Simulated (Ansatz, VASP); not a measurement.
# TaGe3Ru: VASP beside Ansatz

```xyz
5
Lattice="5.4027 0.0000 0.0000 -2.7013 4.6789 0.0000 0.0000 0.0000 4.7314" Properties=species:S:1:pos:R:3 pbc="T T T"
Ta    0.0000    0.0000    2.3657
Ge    2.7013    0.0000    0.0000
Ge   -1.3507    2.3394    0.0000
Ge    1.3507    2.3394    0.0000
Ru    0.0000    0.0000    0.0000
```

Alike in both runs: functional PBE; k mesh 12 × 12 × 8; occupations gaussian, width 0.1 eV; no spin polarisation.

Ansatz relaxed the structure, and its values are those at the end. VASP's run is a single point on that final structure, the one shown.

```csv
,VASP,Ansatz
version,VASP 6.6.1,Ansatz 0.2.0
potentials or method,"VASP PAW PBE potentials, release 64 (Ta_pv, Ge_d, Ru_pv), cutoff 520 eV","scalar-relativistic, plane waves, PAW"
valence electrons in the cell,67,71
```

|  | VASP | Ansatz | Ansatz less VASP |
| --- | --- | --- | --- |
| gap on the k mesh at the Fermi level (eV) | none | none | - |
| pressure (GPa) | 0.2 | 0.0 | -0.14 |

A gap of «none» marks a metal or a gap that the smearing closes. The functional is the same, so the differences come from potentials, cutoffs and numerics. VASP's potentials hold 67 valence electrons a cell and Ansatz's 71, so a difference there can come from the potentials and not from the codes.

Spin-orbit coupling is off throughout.
